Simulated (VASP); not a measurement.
# Sr in VASP: single point with PBE

Aim: the single point of Sr with PBE.

Program: VASP 6.6.1. These are calculated values, not measurements. Logs are shortened: lines on timing, memory, paths and dates and some standing lists are left out, and cuts for length are marked.

**1. The cell of the first run**

The cell holds a slab with vacuum, 6 atoms: a = 4.303 Å, b = 6.085 Å, c = 27.756 Å, α = 90.00°, β = 90.00°, γ = 90.00°.

**2. Single point, PBE**

Input file INCAR:

```
SYSTEM = Sr
ALGO     = Normal         ! electronic algorithm
DIPOL    = 0.5 0.5 0.498
EDIFF    = 1E-7           ! SCF threshold, eV
ENCUT    = 520            ! plane-wave cutoff, eV
GGA      = PE             ! functional
IDIPOL   = 3            
ISIF     = 2              ! what is computed and relaxed
ISMEAR   = 0              ! smearing method
LASPH    = .TRUE.         ! aspherical terms in the spheres
LCHARG   = .FALSE.        ! write CHGCAR
LDIPOL   = .TRUE.       
LREAL    = .FALSE.        ! projectors in reciprocal space
LWAVE    = .FALSE.        ! write WAVECAR
NBANDS   = 39             ! bands
NELM     = 80             ! most SCF steps
PREC     = Accurate       ! precision mode
SIGMA    = 0.1            ! smearing width, eV
```

Input file KPOINTS:

```
k-points
0
G
  6 4 1
  0 0 0
```

Input file POSCAR:

```
Sr
1.0
    4.3025326300      0.0000000000      0.0000000000
    0.0000000000      6.0847000000      0.0000000000
    0.0000000000      0.0000000000     27.7563317082
Sr
6
Direct
    0.5000000000      0.5000000000      0.3062364324
    0.0000000000      0.0000000000      0.3837418595
    0.5000000000      0.5000000000      0.4612472865
    0.0000000000      0.0000000000      0.5377154310
    0.5000000000      0.5000000000      0.6124882341
    0.0000000000      0.0000000000      0.6873445260
```

Potentials or basis: VASP PAW PBE potentials, release 64 (Sr_sv).

The run is started by

```sh
cat potpaw_PBE.64/Sr_sv/POTCAR > POTCAR
mpirun -np 1 vasp_std > vasp.out
```

OUTCAR:

```text
SYSTEM = Sr
   EDIFF = 1E-7
   ENCUT = 520
   GGA = PE
   ISIF = 2
   ISMEAR = 0
   LASPH = .TRUE.
   LREAL = .FALSE.
   NELM = 80
   PREC = Accurate

 ion  position               nearest neighbor table
   1  0.500  0.500  0.306-   2 4.30   2 4.30   2 4.30   2 4.30   3 4.30
   2  0.000  0.000  0.384-   4 4.27   3 4.30   3 4.30   3 4.30   3 4.30   1 4.30   1 4.30   1 4.30
                             1 4.30
   3  0.500  0.500  0.461-   5 4.20   4 4.29   4 4.29   4 4.29   4 4.29   2 4.30   2 4.30   2 4.30
                             2 4.30   1 4.30
   4  0.000  0.000  0.538-   6 4.15   5 4.27   5 4.27   5 4.27   5 4.27   2 4.27   3 4.29   3 4.29
                             3 4.29   3 4.29
   5  0.500  0.500  0.612-   3 4.20   4 4.27   4 4.27   4 4.27   4 4.27   6 4.27   6 4.27   6 4.27
                             6 4.27
   6  0.000  0.000  0.687-   4 4.15   5 4.27   5 4.27   5 4.27   5 4.27

  LATTYP: Found a simple orthorhombic cell.
 ALAT       =     4.3025326300
 B/A-ratio  =     1.4142135629
 C/A-ratio  =     6.4511612334

  Lattice vectors:

 A1 = (   4.3025326300,   0.0000000000,   0.0000000000)
 A2 = (   0.0000000000,   6.0847000000,   0.0000000000)
 A3 = (   0.0000000000,   0.0000000000,  27.7563317082)

Analysis of symmetry for initial positions (statically):
=====================================================================
 Subroutine PRICEL returns:
 Original cell was already a primitive cell.

 Routine SETGRP: Setting up the symmetry group for a
 simple orthorhombic supercell.

 Subroutine GETGRP returns: Found  4 space group operations
 (whereof  4 operations were pure point group operations)
 out of a pool of  8 trial point group operations.

The static configuration has the point symmetry C_2v.

Analysis of symmetry for dynamics (positions and initial velocities):
=====================================================================
 Subroutine PRICEL returns:
 Original cell was already a primitive cell.

 Routine SETGRP: Setting up the symmetry group for a
 simple orthorhombic supercell.

 Subroutine GETGRP returns: Found  4 space group operations
 (whereof  4 operations were pure point group operations)
 out of a pool of  8 trial point group operations.

The dynamic configuration has the point symmetry C_2v.

 Subroutine INISYM returns: Found  4 space group operations
 (whereof  4 operations are pure point group operations),
 and found     1 'primitive' translations

----------------------------------------------------------------------------------------

                                     Primitive cell

  volume of cell :     726.6502

  direct lattice vectors                    reciprocal lattice vectors
     4.302532630  0.000000000  0.000000000     0.232421247  0.000000000  0.000000000
     0.000000000  6.084700000  0.000000000     0.000000000  0.164346640  0.000000000
     0.000000000  0.000000000 27.756331708     0.000000000  0.000000000  0.036027816

  length of vectors
     4.302532630  6.084700000 27.756331708     0.232421247  0.164346640  0.036027816

  position of ions in fractional coordinates (direct lattice)
     0.500000000  0.500000000  0.306236432
     0.000000000  0.000000000  0.383741859
     0.500000000  0.500000000  0.461247286
     0.000000000  0.000000000  0.537715431
     0.500000000  0.500000000  0.612488234
     0.000000000  0.000000000  0.687344526

  ion indices of the primitive-cell ions
   primitive index   ion index
                 1           1
                 2           2
                 3           3
                 4           4
                 5           5
                 6           6

----------------------------------------------------------------------------------------

 KPOINTS: k-points

Automatic generation of k-mesh.
 Grid dimensions read from file:
 generate k-points for:    6    4    1

 Generating k-lattice:

  Cartesian coordinates                     Fractional coordinates (reciprocal lattice)
     0.038736875  0.000000000  0.000000000     0.166666667  0.000000000  0.000000000
     0.000000000  0.041086660  0.000000000     0.000000000  0.250000000  0.000000000
     0.000000000  0.000000000  0.036027816     0.000000000  0.000000000  1.000000000

  Length of vectors
     0.038736875  0.041086660  0.036027816

  Shift w.r.t. Gamma in fractional coordinates (k-lattice)
     0.000000000  0.000000000  0.000000000

 Subroutine IBZKPT returns following result:
 ===========================================

 Found     12 irreducible k-points:

 Following reciprocal coordinates:
            Coordinates               Weight
  0.000000  0.000000  0.000000      1.000000
  0.166667  0.000000  0.000000      2.000000
  0.333333  0.000000  0.000000      2.000000
  0.500000  0.000000  0.000000      1.000000
  0.000000  0.250000  0.000000      2.000000
  0.166667  0.250000  0.000000      4.000000
  0.333333  0.250000  0.000000      4.000000
  0.500000  0.250000  0.000000      2.000000
  0.000000  0.500000  0.000000      1.000000
  0.166667  0.500000  0.000000      2.000000
  0.333333  0.500000  0.000000      2.000000
  0.500000  0.500000  0.000000      1.000000
   k-points           NKPTS =     12   k-points in BZ     NKDIM =     12   number of bands    NBANDS=     39
   number of dos      NEDOS =    301   number of ions     NIONS =      6
   total plane-waves  NPLWV = 322560
   dimension x,y,z NGX =    32 NGY =   48 NGZ =  210
   dimension x,y,z NGXF=    64 NGYF=   96 NGZF=  420
   ions per type =               6
   NGX,Y,Z   is equivalent  to a cutoff of  12.36, 13.11, 12.58 a.u.
   NGXF,Y,Z  is equivalent  to a cutoff of  24.73, 26.23, 25.16 a.u.
 SYSTEM =  Sr
   PREC   = accura    normal or accurate (medium, high low for compatibility)
   ISTART =      0    job   : 0-new  1-cont  2-samecut
   ICHARG =      2    charge: 1-file 2-atom 10-const
   ISPIN  =      1    spin polarized calculation?
   LNONCOLLINEAR =      F non collinear calculations
   LSORBIT =      F    spin-orbit coupling
   LASPH  =      T    aspherical Exc in radial PAW
   ENCUT  =  520.0 eV  38.22 Ry    6.18 a.u.   8.00 11.31 51.61*2*pi/ulx,y,z
   NELM   =     80;   NELMIN=  2; NELMDL= -5     # of ELM steps
   EDIFF  = 0.1E-06   stopping-criterion for ELM
   LREAL  =      F    real-space projection
   EDIFFG = 0.1E-05   stopping-criterion for IOM
   NSW    =      0    number of steps for IOM
   IBRION =     -1    ionic relax: 0-MD 1-quasi-New 2-CG
   NFREE  =      0    steps in history (QN), initial steepest desc. (CG)
   ISIF   =      2    stress and relaxation
   ISYM   =      2    0-nonsym 1-usesym 2-fastsym
   POTIM  = 0.5000    time-step for ionic-motion
   TEBEG  =    0.0;   TEEND  =   0.0 temperature during run
   PSTRESS=    0.0 pullay stress
   NELECT =      60.0000    total number of electrons
   NUPDOWN=      -1.0000    fix difference up-down
   EMIN   =  10.00;   EMAX   =-10.00  energy-range for DOS
   EFERMI =   0.00;   METHOD = LEGACY
   ISMEAR =     0;   SIGMA  =   0.10  broadening in eV -4-tet -1-fermi 0-gaus
   EFERMI_NEDOS =   21; number of points for ismear=-14 and -15
   IALGO  =     38    algorithm
   IMIX   =      4    mixing-type and parameters
     AMIX     =   0.40;   BMIX     =  1.00
     AMIX_MAG =   1.60;   BMIX_MAG =  1.00
  volume/ion in A,a.u.               =     121.11       817.28
  Fermi-wavevector in a.u.,A,eV,Ry     =   0.712881  1.347149  6.914463  0.508199
  Thomas-Fermi vector in A             =   1.800372
   LORBIT       =      0    0 simple, 1 ext, 2 COOP (PROOUT), +10 PAW based schemes
   GGA     = PE    functional components
   LHFCALC =     F    Hartree Fock is set to
   AEXX    =    0.0000 exact exchange contribution
   IVDW    =     0    specifies the selected vdW correction
   LEPSILON=     F    determine dielectric tensor
   LRPA    =     F    only Hartree local field effects (RPA)
 non-spin polarized calculation
 Gauss-broadening in eV      SIGMA  =   0.10
  energy-cutoff  :      520.00
  volume of cell :      726.65
 maximum number of plane-waves:     19640
 NGX is ok and might be reduce to    32
   NGX = 15   NGY = 23   NGZ =103

 dipolmoment           0.000000      0.000000     -0.000178 electrons x Angstroem

 number of electron      59.9999998 magnetization

 dipolmoment           0.000000      0.000000      0.000510 electrons x Angstroem

 Free energy of the ion-electron system (eV)
  ---------------------------------------------------
  ext. energy  EPLUGINS =         0.00000000
  ---------------------------------------------------
  free energy    TOTEN  =        -8.52229427 eV

  energy without entropy =       -8.48061120  energy(sigma->0) =       -8.50145274

 E-fermi :  -0.5771     XC(G=0):  -4.0286

 val. band max:       -0.5890182306   @ k =   0.5000   0.5000   0.0000
 cond. band min:      -0.5651892134   @ k =   0.0000   0.0000   0.0000
 fundamental gap:      0.0238290173
 Fermi energy:        -0.5770570939

 k-point     1 :       0.0000    0.0000    0.0000
  band No.  band energies     occupation
      1     -37.8947      2.00000
      2     -37.8438      2.00000
      3     -37.2616      2.00000
      4     -37.2071      2.00000
      5     -37.1939      2.00000
      6     -37.1555      2.00000
[... 31 lines left out ...]
     38       0.3667      0.00000
     39       0.7495      0.00000

 k-point     2 :       0.1667    0.0000    0.0000
  band No.  band energies     occupation
      1     -37.8937      2.00000
      2     -37.8428      2.00000
      3     -37.2605      2.00000
      4     -37.2060      2.00000
      5     -37.1928      2.00000
      6     -37.1547      2.00000
[... 31 lines left out ...]
     38       0.4507      0.00000
     39       0.5624      0.00000

 k-point     3 :       0.3333    0.0000    0.0000
  band No.  band energies     occupation
      1     -37.8917      2.00000
      2     -37.8408      2.00000
      3     -37.2584      2.00000
      4     -37.2037      2.00000
      5     -37.1907      2.00000
      6     -37.1531      2.00000
[... 31 lines left out ...]
     38       0.4755      0.00000
     39       0.4975      0.00000

 k-point     4 :       0.5000    0.0000    0.0000
  band No.  band energies     occupation
      1     -37.8907      2.00000
      2     -37.8397      2.00000
      3     -37.2573      2.00000
      4     -37.2025      2.00000
      5     -37.1896      2.00000
      6     -37.1523      2.00000
[... 31 lines left out ...]
     38       0.2966      0.00000
     39       0.4887      0.00000
[... 250 lines left out ...]
     38       0.5817      0.00000
     39       0.9490      0.00000

 k-point    11 :       0.3333    0.5000    0.0000
  band No.  band energies     occupation
      1     -37.8917      2.00000
      2     -37.8407      2.00000
      3     -37.2583      2.00000
      4     -37.2035      2.00000
      5     -37.1906      2.00000
      6     -37.1533      2.00000
[... 31 lines left out ...]
     38       0.2089      0.00000
     39       0.5483      0.00000

 k-point    12 :       0.5000    0.5000    0.0000
  band No.  band energies     occupation
      1     -37.8907      2.00000
      2     -37.8397      2.00000
      3     -37.2573      2.00000
      4     -37.2025      2.00000
      5     -37.1896      2.00000
      6     -37.1523      2.00000
[... 31 lines left out ...]
     38       0.2583      0.00000
     39       0.5479      0.00000

------------------------ aborting loop because EDIFF is reached ----------------------------------------

 vacuum level on the upper side and lower side of the slab       (xc-potential included)         0.085        -0.156

  FORCE on cell =-STRESS in cart. coord.  units (eV):
  Direction    XX          YY          ZZ          XY          YZ          ZX
  --------------------------------------------------------------------------------------
  -------------------------------------------------------------------------------------
  Total       -0.2278057     -1.5785724     -0.3469768      0.0000000      0.0000000      0.0000000
  in kB       -0.5022846     -3.4805643     -0.7650425      0.0000000      0.0000000      0.0000000
  external PRESSURE =      -1.5826305 kB  Pullay stress =       0.0000000 kB

 VOLUME and BASIS-vectors are now :
 -----------------------------------------------------------------------------
  energy-cutoff  :      520.00
  volume of cell :      726.65
      direct lattice vectors                 reciprocal lattice vectors
     4.302532630  0.000000000  0.000000000     0.232421247  0.000000000  0.000000000
     0.000000000  6.084700000  0.000000000     0.000000000  0.164346640  0.000000000
     0.000000000  0.000000000 27.756331708     0.000000000  0.000000000  0.036027816

 POSITION                                       TOTAL-FORCE (eV/Angst)
 -----------------------------------------------------------------------------------
      2.15127      3.04235      8.50000         0.000000      0.000000      0.082416
      0.00000      0.00000     10.65127         0.000000      0.000000      0.018295
      2.15127      3.04235     12.80253         0.000000      0.000000     -0.105081
      0.00000      0.00000     14.92501         0.000000      0.000000     -0.010669
      2.15127      3.04235     17.00043         0.000000      0.000000      0.003248
      0.00000      0.00000     19.07816         0.000000      0.000000      0.011791
 -----------------------------------------------------------------------------------
    total drift:                                0.000000      0.000000     -0.000020

  FREE ENERGIE OF THE ION-ELECTRON SYSTEM (eV)
  ---------------------------------------------------
  free  energy   TOTEN  =        -8.5222942713 eV

  energy  without entropy=       -8.4806112024  energy(sigma->0) =       -8.50145274

 vacuum level on the upper side and lower side of the slab         1.889         1.746
```

Wall time 18 min (1 thread of Intel Xeon Platinum 8488C (Sapphire Rapids), shared host); peak memory 0.79 GiB.

Results:

```
Free energy   : -8.5223 eV
Largest force : 0.105 eV/Å
```

Forces on the atoms (eV/Å):
```
Sr   0.000  0.000  0.082
Sr   0.000  0.000  0.018
Sr   0.000  0.000 -0.105
Sr   0.000  0.000 -0.011
Sr   0.000  0.000  0.003
Sr   0.000  0.000  0.012
```
